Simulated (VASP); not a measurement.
Write the native input for VASP 6.6.1 that does the following.

```
Task                   : single point
Functional             : PBE
Potentials or basis    : VASP PAW PBE potentials, release 64 (Rh_pv)
Cutoff                 : 520 eV
k mesh                 : 10 × 10 × 5
Occupations            : fermi-dirac, width 0.1 eV
Spin                   : no spin polarisation
Dipole correction      : no
Further INCAR settings : ALGO = Normal; EDIFF = 1e-06; NBANDS = 22
```

The structure of Rh lies in POSCAR:

```
Rh
1.0
    2.6940693538      0.0000000000      0.0000000000
   -1.3470351702      2.3331323113      0.0000000000
    0.0000000000      0.0000000000      4.3686372171
Rh
2
Direct
    0.6666666667      0.3333333333      0.7500000000
    0.3333333333      0.6666666667      0.2500000000
```

The input as run:

INCAR

```
PREC = Accurate ; ENCUT = 520
EDIFF = 1E-6 ; ISMEAR = -1
SIGMA = 0.1 ; LREAL = False
LASPH = True ; NELM = 60
ALGO = Normal ; ISIF = 2
LWAVE = False ; LCHARG = False
GGA = PE ; NBANDS = 22
```

KPOINTS

```
Automatic mesh
0
Gamma
  10 10 5
```

Potentials or basis: VASP PAW PBE potentials, release 64 (Rh_pv).

Launch:

```bash
$ cat potpaw_PBE.64/Rh_pv/POTCAR > POTCAR
$ mpirun -np 1 vasp_std > vasp.out
```

Results of the run:

```yaml
Pressure: 7.8 GPa
Band_gap_on_the_k_mesh: zero (band 15 reaches 12.65 eV, above the bottom of band 16 at 10.34 eV)
```

Wall time 36 s on 1 thread of Intel Xeon 8259CL (shared host), peak memory 0.15 GiB.
